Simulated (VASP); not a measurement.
Here is a VASP 6.6.1 calculation.

The input INCAR:

```
ALGO = Normal
EDIFF = 1E-6
ENCUT = 520
GGA = PS
ISIF = 2
ISMEAR = 0
LASPH = T
LCHARG = F
LREAL = F
LWAVE = F
NBANDS = 23
NELM = 100
PREC = Accurate
SIGMA = 0.1
```

File KPOINTS:

```
k-points
0
Gamma
  6 6 12
```

Contents of POSCAR:

```
Si4Ru
1.0
    5.2912460400      0.0000000000      0.0000000000
    0.0000000000      5.2912460400      0.0000000000
    0.0000000000      0.0000000000      2.7906672744
Si Ru
4 1
Direct
    0.2736344402      0.7263655598      0.5000000000
    0.7263655598      0.2736344402      0.5000000000
    0.2736344402      0.2736344402      0.5000000000
    0.7263655598      0.7263655598      0.5000000000
    0.0000000000      0.0000000000      0.0000000000
```

Potentials or basis: VASP PAW PBE potentials, release 64 (Si, Ru_pv).

Launch:

```sh
$ cat potpaw_PBE.64/Si/POTCAR potpaw_PBE.64/Ru_pv/POTCAR > POTCAR
$ mpirun -np 1 vasp_std > vasp.out
```

Q: Predict the largest force.

A: 0.166 eV/Å.

Q: Estimate the band gap on the k mesh.

A: Zero (band 15 reaches 9.48 eV, above the bottom of band 16 at 8.34 eV).

Q: What does it give for the pressure?

A: -3.5 GPa.

Forces on the atoms (eV/Å):
```
Si  -0.118  0.118  0.000
Si   0.118 -0.118  0.000
Si  -0.118 -0.118  0.000
Si   0.118  0.118  0.000
Ru   0.000  0.000  0.000
```

Caveat: the PAW data sets were made with another functional, which shifts forces and pressure a little.
